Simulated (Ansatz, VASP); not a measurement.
# YNb2O5: VASP beside Ansatz

```xyz
8
Lattice="6.6402 0.0000 0.0000 -3.3201 5.7506 0.0000 0.0000 0.0000 3.9151" Properties=species:S:1:pos:R:3 pbc="T T T"
Y     0.0000    0.0000    0.0000
Nb    0.0000    3.8337    1.9575
Nb    3.3201    1.9169    1.9575
O     0.0000    3.8337    0.0000
O    -1.6601    2.8753    1.9575
O     1.6601    2.8753    1.9575
O     3.3201    0.0000    1.9575
O     3.3201    1.9169    0.0000
```

Alike in both runs: functional PBE; k mesh 3 × 3 × 4; occupations gaussian, width 0.1 eV; collinear spin.

Ansatz relaxed the structure, and its values are those at the end. VASP's run is a single point on that final structure, the one shown.

```csv
,VASP,Ansatz
version,VASP 6.6.1,Ansatz 0.2.0
potentials or method,"VASP PAW PBE potentials, release 64 (Y_sv, Nb_sv, O), cutoff 520 eV","scalar-relativistic, plane waves, PAW"
valence electrons in the cell,67,67
```

|  | VASP | Ansatz | Ansatz less VASP |
| --- | --- | --- | --- |
| gap on the k mesh at the Fermi level (eV) | none | none | - |
| pressure (GPa) | -0.2 | 0.0 | +0.26 |
| net moment per atom (μB) | 0.00 | 0.00 | 0.000 |

A gap of «none» marks a metal or a gap that the smearing closes. The functional is the same, so the differences come from potentials, cutoffs and numerics. Ansatz's warnings: no starting moments.

The k mesh is coarse, so the values compare programs but aren't converged.
